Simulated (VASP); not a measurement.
Wanted: the native input for a VASP 6.6.1 run.

```yaml
Task: single point
Functional: HSE06
Potentials_or_basis: VASP PAW PBE potentials, release 64 (Cd, Te)
Cutoff: 520 eV
k_mesh: 4 × 4 × 4
Occupations: fermi-dirac, width 0.02 eV
Spin: no spin polarisation
Dipole_correction: no
Grid_for_exact_exchange_PRECFOCK: Normal
Further_INCAR_settings: ALGO = Normal; EDIFF = 1e-06; NBANDS = 16
Share_of_exact_exchange: 0.25
Screening_parameter: 0.2079 1/Å
```

The system is CdTe.

```
CELL_PARAMETERS angstrom
3.76108 0.00000 0.00000
0.00000 3.76108 0.00000
0.00000 0.00000 3.76108
ATOMIC_POSITIONS crystal
Cd 0.00000 0.00000 0.00000
Te 0.50000 0.50000 0.50000
```

One way to write it, as run:

POSCAR

```
CdTe
1.0
    3.7610753690      0.0000000000      0.0000000000
    0.0000000000      3.7610753690      0.0000000000
    0.0000000000      0.0000000000      3.7610753690
Cd Te
1 1
Direct
    0.0000000000      0.0000000000      0.0000000000
    0.5000000000      0.5000000000      0.5000000000
```

INCAR.step1

```
PREC     = Accurate       # precision mode
ENCUT    = 520            # plane-wave cutoff, eV
EDIFF    = 1E-5           # SCF threshold, eV
ISMEAR   = -1             # smearing method
SIGMA    = 0.02           # smearing width, eV
LREAL    = False          # projectors in reciprocal space
LASPH    = True           # aspherical terms in the spheres
NELM     = 80             # most SCF steps
ALGO     = Normal         # electronic algorithm
ISIF     = 2              # what is computed and relaxed
LWAVE    = True           # write WAVECAR
LCHARG   = False          # write CHGCAR
NBANDS   = 16             # bands
GGA      = PE             # functional
```

INCAR.step2

```
PREC     = Accurate       # precision mode
ENCUT    = 520            # plane-wave cutoff, eV
EDIFF    = 1E-6           # SCF threshold, eV
ISMEAR   = -1             # smearing method
SIGMA    = 0.02           # smearing width, eV
LREAL    = False          # projectors in reciprocal space
LASPH    = True           # aspherical terms in the spheres
NELM     = 80             # most SCF steps
ALGO     = Normal         # electronic algorithm
ISIF     = 2              # what is computed and relaxed
LWAVE    = False          # write WAVECAR
LCHARG   = False          # write CHGCAR
GGA      = PE             # functional
LHFCALC  = True           # exact exchange
HFSCREEN = 0.2079         # screening, 1/A
PRECFOCK = Normal       
NBANDS   = 16             # bands
ISTART   = 1
```

KPOINTS

```
regular mesh
0
Gamma
  4 4 4
```

Potentials or basis: VASP PAW PBE potentials, release 64 (Cd, Te).

Run with:

```sh
$ cat potpaw_PBE.64/Cd/POTCAR potpaw_PBE.64/Te/POTCAR > POTCAR
$ cp INCAR.step1 INCAR
$ mpirun -np 1 vasp_std > vasp.out
$ cp INCAR.step2 INCAR
$ mpirun -np 1 vasp_std > vasp.out
```

Results of the run:

* Pressure: 1.0 GPa
* Band gap on the k mesh: zero (bands 9 and 10 overlap by 1.84 eV)

Caveat: the k points lie up to 0.42 Å⁻¹ apart, too coarse for converged energies and pressures of a metal; the PAW data sets were made with another functional, which shifts forces and pressure a little; spin-orbit coupling is left out, which moves the levels of the heavy elements.

It took 4 min on 1 thread of Intel(R) Xeon(R) 6975P-C (Granite Rapids) (shared host), peak memory 0.28 GiB.
